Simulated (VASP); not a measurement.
# BaTe in VASP: notebook

Runs on BaTe. Level: PBE. Tasks: single point, relaxation of cell and atoms.

Everything below comes from runs of VASP 6.6.1. Logs are shortened: lines on timing, memory, paths and dates and some standing lists are left out, and cuts for length are marked.

### 1 The cell of the first run

Symmetry: Pm-3m, No. 221, cubic system. Conventional cell: a = 4.244 Å, b = 4.244 Å, c = 4.244 Å, α = 90.00°, β = 90.00°, γ = 90.00°. Ba (site symmetry m-3m) has 8 Te at 3.68 Å and 6 Ba at 4.24 Å within 4.8 Å. Te (site symmetry m-3m) has 8 Ba at 3.68 Å and 6 Te at 4.24 Å within 4.8 Å.

The cell was generated, and may not be a known phase.

### 2 Single point, PBE

Input file INCAR:

```
SYSTEM = BaTe
PREC = Accurate
ENCUT = 520
EDIFF = 1E-6
ISMEAR = 0
SIGMA = 0.02
LREAL = .FALSE.
LASPH = .TRUE.
NELM = 100
ALGO = Normal
ISIF = 2
LWAVE = .FALSE.
LCHARG = .TRUE.
GGA = PE
LELF = .TRUE.
LVHAR = .TRUE.
NBANDS = 15
```

Input file KPOINTS:

```
Automatic mesh
0
G
  6 6 6
  0 0 0
```

Input file POSCAR:

```
BaTe
1.0
    4.2441581925      0.0000000000      0.0000000000
    0.0000000000      4.2441581925      0.0000000000
    0.0000000000      0.0000000000      4.2441581925
Ba Te
1 1
Direct
    0.5000000000      0.5000000000      0.5000000000
    0.0000000000      0.0000000000      0.0000000000
```

Potentials or basis: VASP PAW PBE potentials, release 64 (Ba_sv, Te).

Command:

```
$ cat potpaw_PBE.64/Ba_sv/POTCAR potpaw_PBE.64/Te/POTCAR > POTCAR
$ mpirun -np 1 vasp_std > vasp.out
```

OUTCAR:

```text
SYSTEM = BaTe
   PREC = Accurate
   ENCUT = 520
   EDIFF = 1E-6
   ISMEAR = 0
   LREAL = .FALSE.
   LASPH = .TRUE.
   NELM = 100
   ISIF = 2
   GGA = PE

 ion  position               nearest neighbor table
   1  0.500  0.500  0.500-   2 3.68   2 3.68   2 3.68   2 3.68   2 3.68   2 3.68   2 3.68   2 3.68

   2  0.000  0.000  0.000-   1 3.68   1 3.68   1 3.68   1 3.68   1 3.68   1 3.68   1 3.68   1 3.68

  LATTYP: Found a simple cubic cell.
 ALAT       =     4.2441581925

  Lattice vectors:

 A1 = (   4.2441581925,   0.0000000000,   0.0000000000)
 A2 = (   0.0000000000,   4.2441581925,   0.0000000000)
 A3 = (   0.0000000000,   0.0000000000,   4.2441581925)

Analysis of symmetry for initial positions (statically):
=====================================================================
 Subroutine PRICEL returns:
 Original cell was already a primitive cell.

 Routine SETGRP: Setting up the symmetry group for a
 simple cubic supercell.

 Subroutine GETGRP returns: Found 48 space group operations
 (whereof 48 operations were pure point group operations)
 out of a pool of 48 trial point group operations.

The static configuration has the point symmetry O_h .

Analysis of symmetry for dynamics (positions and initial velocities):
=====================================================================
 Subroutine PRICEL returns:
 Original cell was already a primitive cell.

 Routine SETGRP: Setting up the symmetry group for a
 simple cubic supercell.

 Subroutine GETGRP returns: Found 48 space group operations
 (whereof 48 operations were pure point group operations)
 out of a pool of 48 trial point group operations.

The dynamic configuration has the point symmetry O_h .

 Subroutine INISYM returns: Found 48 space group operations
 (whereof 48 operations are pure point group operations),
 and found     1 'primitive' translations

----------------------------------------------------------------------------------------

                                     Primitive cell

  volume of cell :      76.4495

  direct lattice vectors                    reciprocal lattice vectors
     4.244158192  0.000000000  0.000000000     0.235617985  0.000000000  0.000000000
     0.000000000  4.244158192  0.000000000     0.000000000  0.235617985  0.000000000
     0.000000000  0.000000000  4.244158192     0.000000000  0.000000000  0.235617985

  length of vectors
     4.244158192  4.244158192  4.244158192     0.235617985  0.235617985  0.235617985

  position of ions in fractional coordinates (direct lattice)
     0.500000000  0.500000000  0.500000000
     0.000000000  0.000000000  0.000000000

  ion indices of the primitive-cell ions
   primitive index   ion index
                 1           1
[... 82 lines left out ...]
   EFERMI =   0.00;   METHOD = LEGACY
   ISMEAR =     0;   SIGMA  =   0.02  broadening in eV -4-tet -1-fermi 0-gaus
   EFERMI_NEDOS =   21; number of points for ismear=-14 and -15
   IALGO  =     38    algorithm
   IMIX   =      4    mixing-type and parameters
     AMIX     =   0.40;   BMIX     =  1.00
     AMIX_MAG =   1.60;   BMIX_MAG =  1.00
  volume/ion in A,a.u.               =      38.22       257.95
  Fermi-wavevector in a.u.,A,eV,Ry     =   0.971978  1.836773 12.853994  0.944742
  Thomas-Fermi vector in A             =   2.102240
   LORBIT       =      0    0 simple, 1 ext, 2 COOP (PROOUT), +10 PAW based schemes
   GGA     = PE    functional components
   LHFCALC =     F    Hartree Fock is set to
   AEXX    =    0.0000 exact exchange contribution
   IVDW    =     0    specifies the selected vdW correction
   LEPSILON=     F    determine dielectric tensor
   LRPA    =     F    only Hartree local field effects (RPA)
 non-spin polarized calculation
 Gauss-broadening in eV      SIGMA  =   0.02
  energy-cutoff  :      520.00
  volume of cell :       76.45
 maximum number of plane-waves:      2103
 NGX is ok and might be reduce to    32
   NGX = 15   NGY = 15   NGZ = 15

 number of electron      15.9999999 magnetization

 Free energy of the ion-electron system (eV)
  ---------------------------------------------------
  ext. energy  EPLUGINS =         0.00000000
  ---------------------------------------------------
  free energy    TOTEN  =        -8.28693686 eV

  energy without entropy =       -8.28693686  energy(sigma->0) =       -8.28693686

 E-fermi :   4.0463     XC(G=0):  -8.8366

 val. band max:        3.9101977828   @ k =   0.5000   0.5000   0.0000
 cond. band min:       4.6638612355   @ k =   0.0000   0.0000   0.0000
 fundamental gap:      0.7536634527
 Fermi energy:         4.0462576709

 k-point     1 :       0.0000    0.0000    0.0000
  band No.  band energies     occupation
      1     -24.2008      2.00000
      2      -9.2330      2.00000
      3      -9.2330      2.00000
      4      -9.2330      2.00000
      5      -6.5009      2.00000
      6       3.5325      2.00000
      7       3.5325      2.00000
      8       3.5325      2.00000
      9       4.6639      0.00000
     10       4.6639      0.00000
     11       6.3412      0.00000
     12       8.4700      0.00000
     13       8.4700      0.00000
     14       8.4700      0.00000
[... 329 lines left out ...]
      2      -9.5110      2.00000
      3      -9.5110      2.00000
      4      -9.5110      2.00000
      5      -5.5436      2.00000
      6       0.9623      2.00000
      7       0.9623      2.00000
      8       0.9623      2.00000
      9       8.6888      0.00000
     10       8.6888      0.00000
     11       8.6888      0.00000
     12      10.2465      0.00000
     13      10.2465      0.00000
     14      10.2465      0.00000
     15      10.3017      0.00000

------------------------ aborting loop because EDIFF is reached ----------------------------------------

  FORCE on cell =-STRESS in cart. coord.  units (eV):
  Direction    XX          YY          ZZ          XY          YZ          ZX
  --------------------------------------------------------------------------------------
  -------------------------------------------------------------------------------------
  Total        0.2279051      0.2279051      0.2279051     -0.0000000     -0.0000000      0.0000000
  in kB        4.7762811      4.7762811      4.7762811     -0.0000000     -0.0000000      0.0000000
  external PRESSURE =       4.7762811 kB  Pullay stress =       0.0000000 kB

 VOLUME and BASIS-vectors are now :
 -----------------------------------------------------------------------------
  energy-cutoff  :      520.00
  volume of cell :       76.45
      direct lattice vectors                 reciprocal lattice vectors
     4.244158192  0.000000000  0.000000000     0.235617985  0.000000000  0.000000000
     0.000000000  4.244158192  0.000000000     0.000000000  0.235617985  0.000000000
     0.000000000  0.000000000  4.244158192     0.000000000  0.000000000  0.235617985

 POSITION                                       TOTAL-FORCE (eV/Angst)
 -----------------------------------------------------------------------------------
      2.12208      2.12208      2.12208         0.000000      0.000000      0.000000
      0.00000      0.00000      0.00000         0.000000      0.000000      0.000000
 -----------------------------------------------------------------------------------
    total drift:                                0.000000     -0.000000     -0.000000

  FREE ENERGIE OF THE ION-ELECTRON SYSTEM (eV)
  ---------------------------------------------------
  free  energy   TOTEN  =        -8.2869368636 eV

  energy  without entropy=       -8.2869368636  energy(sigma->0) =       -8.28693686
```

Run time: 17 s. Hardware: 1 thread of Intel Xeon 8259CL, shared host; peak memory 0.19 GiB.

Results:

```
Free energy            : -8.2869 eV
Pressure               : 0.5 GPa
Band gap on the k mesh : 0.75 eV (least direct gap 0.97 eV)
```

Caveat: semilocal functionals underestimate gaps, and a narrow one can read as zero; spin-orbit coupling is left out, which moves the levels of the heavy elements.

### 3 Single point, PBE

This run uses another cell than the first one, of 38.14 Å³/atom.

Input file INCAR:

```
SYSTEM = BaTe
PREC     = Accurate       ! precision mode
ENCUT    = 520            ! plane-wave cutoff, eV
EDIFF    = 1E-6           ! SCF threshold, eV
ISMEAR   = 0              ! smearing method
SIGMA    = 0.1            ! smearing width, eV
LREAL    = .FALSE.        ! projectors in reciprocal space
LASPH    = .TRUE.         ! aspherical terms in the spheres
NELM     = 60             ! most SCF steps
ALGO     = Normal         ! electronic algorithm
ISIF     = 2              ! what is computed and relaxed
LWAVE    = .FALSE.        ! write WAVECAR
LCHARG   = .FALSE.        ! write CHGCAR
GGA      = PE             ! functional
NBANDS   = 15             ! bands
```

Input file KPOINTS:

```
Automatic mesh
0
G
  4 4 6
  0 0 0
```

Input file POSCAR:

```
BaTe
1.0
    4.2464254316      0.0000000000      0.0000000000
    0.0000000000      4.2464254316      0.0000000000
    0.0000000000      0.0000000000      4.2301859955
Ba Te
1 1
Direct
    0.5000000000      0.5000000000      0.0871659800
    0.0000000000      0.0000000000      0.5873562800
```

Potentials or basis: VASP PAW PBE potentials, release 64 (Ba_sv, Te).

Command:

```
$ cat potpaw_PBE.64/Ba_sv/POTCAR potpaw_PBE.64/Te/POTCAR > POTCAR
$ mpirun -np 1 vasp_std > vasp.out
```

Wall time 22 s (1 thread of Intel Xeon 8259CL, shared host); peak memory 0.19 GiB.

The run converged. Its results:

```
Free energy            : -8.2626 eV
Pressure               : 0.6 GPa
Band gap on the k mesh : 0.72 eV (least direct gap 0.92 eV)
```

Levels at points of the mesh, in eV from the valence-band top:
| k point | band 4 | band 5 | band 6 | band 7 | band 8 | band 9 | band 10 | band 11 | band 12 | band 13 |
| --- | --- | --- | --- | --- | --- | --- | --- | --- | --- | --- |
| (0.00, 0.00, 0.00) | -13.18 | -10.44 | -0.41 | -0.41 | -0.38 | 0.72 | 0.72 | 2.42 | 4.51 | 4.53 |
| (0.50, 0.00, 0.00) | -13.13 | -9.66 | -3.46 | -0.93 | -0.89 | 1.52 | 4.80 | 4.93 | 4.93 | 5.00 |
| (0.50, 0.50, 0.00) | -13.09 | -9.87 | -2.09 | -2.09 | 0.00 | 0.92 | 2.53 | 2.89 | 2.89 | 6.19 |
| (0.00, 0.00, 0.50) | -13.13 | -9.65 | -3.46 | -0.93 | -0.93 | 1.54 | 4.79 | 4.92 | 4.96 | 5.00 |
| (0.50, 0.00, 0.50) | -13.09 | -9.86 | -2.10 | -2.09 | -0.03 | 0.94 | 2.49 | 2.85 | 2.87 | 6.21 |
| (0.50, 0.50, 0.50) | -13.46 | -9.47 | -2.98 | -2.98 | -2.98 | 4.75 | 4.75 | 4.77 | 6.31 | 6.31 |

Caveat: semilocal functionals underestimate gaps, and a narrow one can read as zero; spin-orbit coupling is left out, which moves the levels of the heavy elements. A k mesh can miss the band edges.

### 4 Relaxation of cell and atoms, PBE

This run uses another cell than the first one, of 38.14 Å³/atom.

Input file INCAR:

```
SYSTEM = BaTe
  PREC = Accurate
  ENCUT = 600
  EDIFF = 1E-6
  ISMEAR = 0
  SIGMA = 0.02
  LREAL = .False.
  LASPH = .True.
  NELM = 80
  ALGO = Normal
  ISIF = 3
  LWAVE = .False.
  LCHARG = .False.
  GGA = PE
  IBRION = 2
  NSW = 100
  EDIFFG = -0.01
```

Input file KPOINTS:

```
Automatic mesh
0
Gamma
  6 6 6
  0 0 0
```

Input file POSCAR:

```
BaTe
1.0
    4.2410122862      0.0000000000      0.0000000000
    0.0000000000      4.2410122862      0.0000000000
    0.0000000000      0.0000000000      4.2410122862
Ba Te
1 1
Direct
    0.5000000000      0.5000000000      0.5000000000
    0.0000000000      0.0000000000      0.0000000000
```

Potentials or basis: VASP PAW PBE potentials, release 64 (Ba_sv, Te).

Command:

```
$ cat potpaw_PBE.64/Ba_sv/POTCAR potpaw_PBE.64/Te/POTCAR > POTCAR
$ mpirun -np 1 vasp_std > vasp.out
```

OUTCAR:

```text
SYSTEM = BaTe
   PREC = Accurate
   ENCUT = 600
   EDIFF = 1E-6
   ISMEAR = 0
   LREAL = .False.
   LASPH = .True.
   NELM = 80
   ISIF = 3
   GGA = PE
   IBRION = 2
   NSW = 100
   EDIFFG = -0.01

 ion  position               nearest neighbor table
   1  0.500  0.500  0.500-   2 3.67   2 3.67   2 3.67   2 3.67   2 3.67   2 3.67   2 3.67   2 3.67

   2  0.000  0.000  0.000-   1 3.67   1 3.67   1 3.67   1 3.67   1 3.67   1 3.67   1 3.67   1 3.67

  LATTYP: Found a simple cubic cell.
 ALAT       =     4.2410122862

  Lattice vectors:

 A1 = (   4.2410122862,   0.0000000000,   0.0000000000)
 A2 = (   0.0000000000,   4.2410122862,   0.0000000000)
[... 180 lines left out ...]
  -------------------------------------------------------------------------------------
  Total        0.2661547      0.2661547      0.2661547      0.0000000      0.0000000     -0.0000000
  in kB        5.5903139      5.5903139      5.5903139      0.0000000      0.0000000     -0.0000000
  external PRESSURE =       5.5903139 kB  Pullay stress =       0.0000000 kB
[... 59 lines left out ...]
--------------------------------------- Ionic step        3  -------------------------------------------

 number of electron      16.0000000 magnetization

 Free energy of the ion-electron system (eV)
  ---------------------------------------------------
  ext. energy  EPLUGINS =         0.00000000
  ---------------------------------------------------
  free energy    TOTEN  =        -8.28889366 eV

  energy without entropy =       -8.28889366  energy(sigma->0) =       -8.28889366

 E-fermi :   3.9617     XC(G=0):  -8.7756

 val. band max:        3.7996135613   @ k =   0.5000   0.5000   0.0000
 cond. band min:       4.5870433393   @ k =   0.0000   0.0000   0.0000
 fundamental gap:      0.7874297781
 Fermi energy:         3.9616723213

 k-point     1 :       0.0000    0.0000    0.0000
  band No.  band energies     occupation
      1     -24.3374      2.00000
      2      -9.3718      2.00000
      3      -9.3718      2.00000
      4      -9.3718      2.00000
      5      -6.5635      2.00000
      6       3.4223      2.00000
      7       3.4223      2.00000
      8       3.4223      2.00000
      9       4.5870      0.00000
     10       4.5870      0.00000
     11       6.1520      0.00000
     12       8.3243      0.00000
[... 312 lines left out ...]
  FREE ENERGIE OF THE ION-ELECTRON SYSTEM (eV)
  ---------------------------------------------------
  free  energy   TOTEN  =        -8.2888936580 eV

  energy  without entropy=       -8.2888936580  energy(sigma->0) =       -8.28889366

 reached required accuracy - stopping structural energy minimisation
```

CONTCAR:

```text
BaTe
   1.00000000000000
     4.2649190368408361   -0.0000000000000000   -0.0000000000000000
     0.0000000000000000    4.2649190368408361   -0.0000000000000000
     0.0000000000000000    0.0000000000000000    4.2649190368408361
  Ba              Te
     1     1
Direct
     0.5000000000000000    0.5000000000000000    0.5000000000000000
     0.0000000000000000    0.0000000000000000    0.0000000000000000

  0.00000000E+00  0.00000000E+00  0.00000000E+00
  0.00000000E+00  0.00000000E+00  0.00000000E+00
```

Wall time 44 s (1 thread of Intel Xeon 8259CL, shared host); peak memory 0.23 GiB.

What came out:

```yaml
Free_energy: -8.2889 eV
Relaxed_volume: 38.79 Å³/atom
Relaxed_cell: a = 4.265 Å, b = 4.265 Å, c = 4.265 Å, α = 90.00°, β = 90.00°, γ = 90.00°
Space_group_after_relaxing_to_0.1_Å: Pm-3m (No. 221)
Energy_gained_by_relaxing: 1.1 meV/atom
Ionic_steps: 3
Pressure_after_relaxing: 0.0 GPa
Band_gap_on_the_k_mesh: 0.79 eV (least direct gap 0.98 eV)
```

Step by step:
| step | energy change (eV) | largest force (eV/Å) | pressure (GPa) | volume (Å³) |
| --- | --- | --- | --- | --- |
| 1 | 0.0000 | 0.0000 | 0.56 | 76.28 |
| 2 | -0.0022 | 0.0000 | -0.07 | 77.76 |
| 3 | -0.0022 | 0.0000 | 0.00 | 77.58 |

Final structure:
```
Ba Te
1.0
     4.26492    0.00000    0.00000
     0.00000    4.26492    0.00000
     0.00000    0.00000    4.26492
Ba Te
1 1
Cartesian
  2.1325 2.1325 2.1325
  0.0000 0.0000 0.0000
```

Levels at points of the mesh, in eV from the valence-band top:
| k point | band 5 | band 6 | band 7 | band 8 | band 9 | band 10 | band 11 | band 12 |
| --- | --- | --- | --- | --- | --- | --- | --- | --- |
| (0.00, 0.00, 0.00) | -10.36 | -0.38 | -0.38 | -0.38 | 0.79 | 0.79 | 2.35 | 4.52 |
| (0.50, 0.00, 0.00) | -9.63 | -3.37 | -0.87 | -0.87 | 1.58 | 4.84 | 4.90 | 4.93 |
| (0.50, 0.50, 0.00) | -9.81 | -2.04 | -2.04 | 0.00 | 0.98 | 2.51 | 2.91 | 2.91 |
| (0.50, 0.50, 0.50) | -9.44 | -2.89 | -2.89 | -2.89 | 4.73 | 4.73 | 4.73 | 6.24 |

Caveat: semilocal functionals underestimate gaps, and a narrow one can read as zero; spin-orbit coupling is left out, which moves the levels of the heavy elements.

### 5 The runs side by side

| task | cell | k mesh | cutoff (eV) | smearing | gap on the mesh (eV) | pressure (GPa) |
| --- | --- | --- | --- | --- | --- | --- |
| single point | a = 4.244 Å, 2 atoms, atomic positions A | 6 × 6 × 6 | 520 | gaussian 0.02 eV | 0.75 | 0.5 |
| single point | a = 4.246, b = 4.246, c = 4.230 Å, 2 atoms, atomic positions B | 4 × 4 × 6 | 520 | gaussian 0.1 eV | 0.72 | 0.6 |
| relaxation of cell and atoms | relaxed from a = 4.241 Å, 2 atoms, atomic positions A | 6 × 6 × 6 | 600 | gaussian 0.02 eV | 0.79 | 0.0 |

Alike in all rows: level PBE; potentials or basis VASP PAW PBE potentials, release 64 (Ba_sv, Te); no spin polarisation.

Caveats: semilocal functionals underestimate gaps, and a narrow one can read as zero; spin-orbit coupling is left out, which moves the levels of the heavy elements.

Total energies depend on the potentials used, so only differences within one code and one set of settings carry meaning.
